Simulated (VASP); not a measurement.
# Te (Fd-3m) in VASP: notebook

Te is run at these levels: PBEsol; tasks: single point, relaxation of cell and atoms.

Program: VASP 6.6.1. These are calculated values, not measurements. Logs are shortened: lines on timing, memory, paths and dates and some standing lists are left out, and cuts for length are marked.

## Step 1: The cell of the first run

The structure is cubic, space group Fd-3m (No. 227). The conventional cell has a = 7.058 Å, b = 7.058 Å, c = 7.058 Å, α = 90.00°, β = 90.00°, γ = 90.00°. Within 4.0 Å of Te (site symmetry -43m) lie 4 Te at 3.06 Å.

This isn't the form of Te at room conditions, which is trigonal, of chains.

## Step 2: Single point, PBEsol

INCAR

```
SYSTEM = Te
PREC     = Accurate       ! precision mode
ENCUT    = 520            ! plane-wave cutoff, eV
EDIFF    = 1E-7           ! SCF threshold, eV
ISMEAR   = 0              ! smearing method
SIGMA    = 0.1            ! smearing width, eV
LREAL    = .False.        ! projectors in reciprocal space
LASPH    = .True.         ! aspherical terms in the spheres
NELM     = 80             ! most SCF steps
ALGO     = Normal         ! electronic algorithm
ISIF     = 2              ! what is computed and relaxed
LWAVE    = .False.        ! write WAVECAR
LCHARG   = .False.        ! write CHGCAR
GGA      = PS             ! functional
NBANDS   = 13             ! bands
```

KPOINTS

```
regular mesh
0
Gamma
  14 14 14
  0 0 0
```

POSCAR

```
Te
1.0
    0.0000000000      3.5292247665      3.5292247665
    3.5292247665      0.0000000000      3.5292247665
    3.5292247665      3.5292247665      0.0000000000
Te
2
Direct
    0.0000000000      0.0000000000      0.0000000000
    0.2500000000      0.2500000000      0.2500000000
```

Potentials or basis: VASP PAW PBE potentials, release 64 (Te).

Started as:

```sh
> cat potpaw_PBE.64/Te/POTCAR > POTCAR
> mpirun -np 1 vasp_std > vasp.out
```

OUTCAR:

```text
SYSTEM = Te
   PREC = Accurate
   ENCUT = 520
   EDIFF = 1E-7
   ISMEAR = 0
   LREAL = .False.
   LASPH = .True.
   NELM = 80
   ISIF = 2
   GGA = PS

 ion  position               nearest neighbor table
   1  0.000  0.000  0.000-   2 3.06   2 3.06   2 3.06   2 3.06
   2  0.250  0.250  0.250-   1 3.06   1 3.06   1 3.06   1 3.06

  LATTYP: Found a face centered cubic cell.
 ALAT       =     7.0584495330

  Lattice vectors:

 A1 = (   0.0000000000,   3.5292247665,   3.5292247665)
 A2 = (   3.5292247665,   0.0000000000,   3.5292247665)
 A3 = (   3.5292247665,   3.5292247665,   0.0000000000)

Analysis of symmetry for initial positions (statically):
=====================================================================
 Subroutine PRICEL returns:
 Original cell was already a primitive cell.

 Routine SETGRP: Setting up the symmetry group for a
 face centered cubic supercell.

 Subroutine GETGRP returns: Found 48 space group operations
 (whereof 24 operations were pure point group operations)
 out of a pool of 48 trial point group operations.

The static configuration has the point symmetry T_d .
 The point group associated with its full space group is O_h .

Analysis of symmetry for dynamics (positions and initial velocities):
=====================================================================
 Subroutine PRICEL returns:
 Original cell was already a primitive cell.

 Routine SETGRP: Setting up the symmetry group for a
 face centered cubic supercell.

 Subroutine GETGRP returns: Found 48 space group operations
 (whereof 24 operations were pure point group operations)
 out of a pool of 48 trial point group operations.

The dynamic configuration has the point symmetry T_d .
 The point group associated with its full space group is O_h .

 Subroutine INISYM returns: Found 48 space group operations
 (whereof 24 operations are pure point group operations),
 and found     1 'primitive' translations

----------------------------------------------------------------------------------------

                                     Primitive cell

  volume of cell :      87.9160

  direct lattice vectors                    reciprocal lattice vectors
     0.000000000  3.529224767  3.529224767    -0.141674173  0.141674173  0.141674173
     3.529224767  0.000000000  3.529224767     0.141674173 -0.141674173  0.141674173
     3.529224767  3.529224767  0.000000000     0.141674173  0.141674173 -0.141674173

  length of vectors
     4.991077529  4.991077529  4.991077529     0.245386866  0.245386866  0.245386866

  position of ions in fractional coordinates (direct lattice)
     0.000000000  0.000000000  0.000000000
     0.250000000  0.250000000  0.250000000

  ion indices of the primitive-cell ions
   primitive index   ion index
                 1           1
                 2           2

----------------------------------------------------------------------------------------

 KPOINTS: regular mesh

Automatic generation of k-mesh.
 Grid dimensions read from file:
 generate k-points for:   14   14   14

 Generating k-lattice:

  Cartesian coordinates                     Fractional coordinates (reciprocal lattice)
    -0.010119584  0.010119584  0.010119584     0.071428571  0.000000000  0.000000000
     0.010119584 -0.010119584  0.010119584     0.000000000  0.071428571  0.000000000
     0.010119584  0.010119584 -0.010119584     0.000000000  0.000000000  0.071428571

  Length of vectors
     0.017527633  0.017527633  0.017527633

  Shift w.r.t. Gamma in fractional coordinates (k-lattice)
     0.000000000  0.000000000  0.000000000

 Subroutine IBZKPT returns following result:
 ===========================================

 Found    104 irreducible k-points:

 Following reciprocal coordinates:
            Coordinates               Weight
  0.000000  0.000000  0.000000      1.000000
  0.071429  0.000000  0.000000      8.000000
  0.142857  0.000000  0.000000      8.000000
  0.214286  0.000000  0.000000      8.000000
  0.285714  0.000000  0.000000      8.000000
  0.357143  0.000000  0.000000      8.000000
[... 16 lines left out ...]
  0.214286  0.142857  0.000000     24.000000
  0.285714  0.142857  0.000000     24.000000
 [... further k-points ...]
   k-points           NKPTS =    104   k-points in BZ     NKDIM =    104   number of bands    NBANDS=     13
   number of dos      NEDOS =    301   number of ions     NIONS =      2
   total plane-waves  NPLWV =  64000
   dimension x,y,z NGX =    40 NGY =   40 NGZ =   40
   dimension x,y,z NGXF=    80 NGYF=   80 NGZF=   80
   ions per type =               2
   NGX,Y,Z   is equivalent  to a cutoff of  13.32, 13.32, 13.32 a.u.
   NGXF,Y,Z  is equivalent  to a cutoff of  26.65, 26.65, 26.65 a.u.
 SYSTEM =  Te
   PREC   = accura    normal or accurate (medium, high low for compatibility)
   ISTART =      0    job   : 0-new  1-cont  2-samecut
   ICHARG =      2    charge: 1-file 2-atom 10-const
   ISPIN  =      1    spin polarized calculation?
   LNONCOLLINEAR =      F non collinear calculations
   LSORBIT =      F    spin-orbit coupling
   LASPH  =      T    aspherical Exc in radial PAW
   ENCUT  =  520.0 eV  38.22 Ry    6.18 a.u.   9.28  9.28  9.28*2*pi/ulx,y,z
   NELM   =     80;   NELMIN=  2; NELMDL= -5     # of ELM steps
   EDIFF  = 0.1E-06   stopping-criterion for ELM
   LREAL  =      F    real-space projection
   EDIFFG = 0.1E-05   stopping-criterion for IOM
   NSW    =      0    number of steps for IOM
   IBRION =     -1    ionic relax: 0-MD 1-quasi-New 2-CG
   NFREE  =      0    steps in history (QN), initial steepest desc. (CG)
   ISIF   =      2    stress and relaxation
   ISYM   =      2    0-nonsym 1-usesym 2-fastsym
   POTIM  = 0.5000    time-step for ionic-motion
   TEBEG  =    0.0;   TEEND  =   0.0 temperature during run
   PSTRESS=    0.0 pullay stress
   NELECT =      12.0000    total number of electrons
   NUPDOWN=      -1.0000    fix difference up-down
   EMIN   =  10.00;   EMAX   =-10.00  energy-range for DOS
   EFERMI =   0.00;   METHOD = LEGACY
   ISMEAR =     0;   SIGMA  =   0.10  broadening in eV -4-tet -1-fermi 0-gaus
   EFERMI_NEDOS =   21; number of points for ismear=-14 and -15
   IALGO  =     38    algorithm
   IMIX   =      4    mixing-type and parameters
     AMIX     =   0.40;   BMIX     =  1.00
     AMIX_MAG =   1.60;   BMIX_MAG =  1.00
  volume/ion in A,a.u.               =      43.96       296.64
  Fermi-wavevector in a.u.,A,eV,Ry     =   0.842906  1.592862  9.666816  0.710491
  Thomas-Fermi vector in A             =   1.957688
   LORBIT       =      0    0 simple, 1 ext, 2 COOP (PROOUT), +10 PAW based schemes
   GGA     = PS    functional components
   LHFCALC =     F    Hartree Fock is set to
   AEXX    =    0.0000 exact exchange contribution
   IVDW    =     0    specifies the selected vdW correction
   LEPSILON=     F    determine dielectric tensor
   LRPA    =     F    only Hartree local field effects (RPA)
 non-spin polarized calculation
 Gauss-broadening in eV      SIGMA  =   0.10
  energy-cutoff  :      520.00
  volume of cell :       87.92
 maximum number of plane-waves:      2421
 NGX is ok and might be reduce to    40
   NGX = 19   NGY = 19   NGZ = 19

 number of electron      11.9999999 magnetization

 Free energy of the ion-electron system (eV)
  ---------------------------------------------------
  ext. energy  EPLUGINS =         0.00000000
  ---------------------------------------------------
  free energy    TOTEN  =        -6.05027710 eV

  energy without entropy =       -6.03893533  energy(sigma->0) =       -6.04460622

 E-fermi :   3.5998     XC(G=0):  -7.9360

 val. band max:        3.5812891879   @ k =  -0.3571   0.2857   0.0000
 cond. band min:       3.6048422907   @ k =  -0.3571   0.2143   0.0714
 fundamental gap:      0.0235531027
 Fermi energy:         3.5998250450

 k-point     1 :       0.0000    0.0000    0.0000
  band No.  band energies     occupation
      1      -9.6148      2.00000
      2      -4.9736      2.00000
      3       0.4924      2.00000
      4       0.4924      2.00000
      5       0.4924      2.00000
      6       2.8762      2.00000
      7       2.8762      2.00000
      8       2.8762      2.00000
      9       7.0977      0.00000
     10       9.5011      0.00000
     11       9.5011      0.00000
     12      10.9599      0.00000
     13      10.9599      0.00000

 k-point     2 :       0.0714    0.0000    0.0000
  band No.  band energies     occupation
      1      -9.5855      2.00000
      2      -5.0573      2.00000
      3       0.4494      2.00000
      4       0.4494      2.00000
      5       0.4838      2.00000
      6       2.9384      2.00000
      7       2.9414      2.00000
      8       2.9414      2.00000
      9       7.2437      0.00000
     10       9.3592      0.00000
     11       9.3592      0.00000
     12      10.8307      0.00000
     13      11.2350      0.00000

 k-point     3 :       0.1429    0.0000    0.0000
  band No.  band energies     occupation
      1      -9.4990      2.00000
      2      -5.2889      2.00000
      3       0.3394      2.00000
      4       0.3394      2.00000
      5       0.4421      2.00000
      6       3.1118      2.00000
      7       3.1118      2.00000
      8       3.1475      2.00000
      9       7.6294      0.00000
     10       9.1287      0.00000
     11       9.1287      0.00000
     12      10.5847      0.00000
     13      11.8657      0.00000
[... 305 lines left out ...]
 k-point    23 :       0.2143    0.1429    0.0000
  band No.  band energies     occupation
      1      -9.3536      2.00000
      2      -5.6309      2.00000
      3      -0.0439      2.00000
      4      -0.0202      2.00000
      5       1.0007      2.00000
      6       2.5818      2.00000
      7       3.7068      0.13025
      8       3.7415      0.04515
      9       8.1840      0.00000
     10       8.2344      0.00000
     11       9.7345      0.00000
     12      11.2689      0.00000
     13      11.7938      0.00000

 k-point    24 :       0.2857    0.1429    0.0000
  band No.  band energies     occupation
      1      -9.2004      2.00000
      2      -5.9524      2.00000
      3      -0.2527      2.00000
      4      -0.1479      2.00000
      5       1.0453      2.00000
      6       2.7405      2.00000
      7       3.9429      0.00000
      8       4.0956      0.00000
      9       8.1197      0.00000
     10       8.6658      0.00000
     11       9.7418      0.00000
     12      11.1414      0.00000
     13      12.4451      0.00000

 [... further k-points ...]
[... 5 lines left out ...]
  --------------------------------------------------------------------------------------
  -------------------------------------------------------------------------------------
  Total        0.0266799      0.0266799      0.0266799      0.0000000      0.0000000      0.0000000
  in kB        0.4862129      0.4862129      0.4862129      0.0000000      0.0000000      0.0000000
  external PRESSURE =       0.4862129 kB  Pullay stress =       0.0000000 kB

 VOLUME and BASIS-vectors are now :
 -----------------------------------------------------------------------------
  energy-cutoff  :      520.00
  volume of cell :       87.92
      direct lattice vectors                 reciprocal lattice vectors
     0.000000000  3.529224767  3.529224767    -0.141674173  0.141674173  0.141674173
     3.529224767  0.000000000  3.529224767     0.141674173 -0.141674173  0.141674173
     3.529224767  3.529224767  0.000000000     0.141674173  0.141674173 -0.141674173

 POSITION                                       TOTAL-FORCE (eV/Angst)
 -----------------------------------------------------------------------------------
      0.00000      0.00000      0.00000        -0.000000     -0.000000     -0.000000
      1.76461      1.76461      1.76461         0.000000      0.000000      0.000000
 -----------------------------------------------------------------------------------
    total drift:                               -0.000000      0.000000      0.000000

  FREE ENERGIE OF THE ION-ELECTRON SYSTEM (eV)
  ---------------------------------------------------
  free  energy   TOTEN  =        -6.0502771042 eV

  energy  without entropy=       -6.0389353297  energy(sigma->0) =       -6.04460622
```

It took 2 min on 1 thread of Intel Xeon Platinum 8488C (Sapphire Rapids), shared host; peak memory 0.29 GiB.

What came out:

* Free energy: -6.0503 eV
* Pressure: 0.0 GPa
* Band gap on the k mesh: zero (bands 6 and 7 overlap by 0.97 eV)

Caveat: the PAW data sets were made with another functional, which shifts forces and pressure a little; spin-orbit coupling is left out, which moves the levels of the heavy elements.

## Step 3: Relaxation of cell and atoms, PBEsol

INCAR

```
ALGO     = Normal         # electronic algorithm
EDIFF    = 1E-6           # SCF threshold, eV
EDIFFG   = -0.01          # ionic threshold
ENCUT    = 600            # plane-wave cutoff, eV
GGA      = PS             # functional
IBRION   = 2              # ionic algorithm
ISIF     = 3              # what is computed and relaxed
ISMEAR   = 0              # smearing method
LASPH    = True           # aspherical terms in the spheres
LCHARG   = False          # write CHGCAR
LREAL    = False          # projectors in reciprocal space
LWAVE    = False          # write WAVECAR
NELM     = 100            # most SCF steps
NSW      = 100            # ionic steps
PREC     = Accurate       # precision mode
SIGMA    = 0.1            # smearing width, eV
```

KPOINTS

```
k-points
0
Gamma
  14 14 14
```

POSCAR is that of step 2.

Potentials or basis: VASP PAW PBE potentials, release 64 (Te).

Started as:

```sh
> cat potpaw_PBE.64/Te/POTCAR > POTCAR
> mpirun -np 1 vasp_std > vasp.out
```

Run time: 2 min. Hardware: 1 thread of Intel Xeon Platinum 8488C (Sapphire Rapids), shared host; peak memory 0.3 GiB.

Results (log left out):

- Free energy: -6.0503 eV
- Relaxed volume: 44.05 Å³/atom
- Relaxed cell: a = 4.994 Å, b = 4.994 Å, c = 4.994 Å, α = 60.00°, β = 60.00°, γ = 60.00°
- Space group after relaxing (to 0.1 Å): Fd-3m (No. 227)
- Energy gained by relaxing: 0.0 meV/atom
- Ionic steps: 2
- Pressure after relaxing: 0.0 GPa
- Band gap on the k mesh: zero (bands 6 and 7 overlap by 0.97 eV)

Final structure:
```
CELL_PARAMETERS angstrom
0.00000 3.53159 3.53159
3.53159 0.00000 3.53159
3.53159 3.53159 0.00000
ATOMIC_POSITIONS crystal
Te 0.00000 0.00000 0.00000
Te 0.25000 0.25000 0.25000
```

Levels at points of the mesh, in eV from the Fermi level:
| k point | band 2 | band 3 | band 4 | band 5 | band 6 | band 7 | band 8 | band 9 | band 10 |
| --- | --- | --- | --- | --- | --- | --- | --- | --- | --- |
| (0.00, 0.00, 0.00) | -8.58 | -3.10 | -3.10 | -3.10 | -0.72 | -0.72 | -0.72 | 3.50 | 5.90 |
| (0.50, 0.00, 0.00) | -10.33 | -3.72 | -3.72 | -3.57 | 0.25 | 0.25 | 1.70 | 5.34 | 5.53 |
| (0.50, 0.50, 0.00) | -11.42 | -4.39 | -4.39 | -1.68 | -1.68 | 2.07 | 2.07 | 5.06 | 5.06 |

Caveat: the PAW data sets were made with another functional, which shifts forces and pressure a little; spin-orbit coupling is left out, which moves the levels of the heavy elements.

The gap in the log of VASP goes by the Fermi energy; the results here count the filled bands.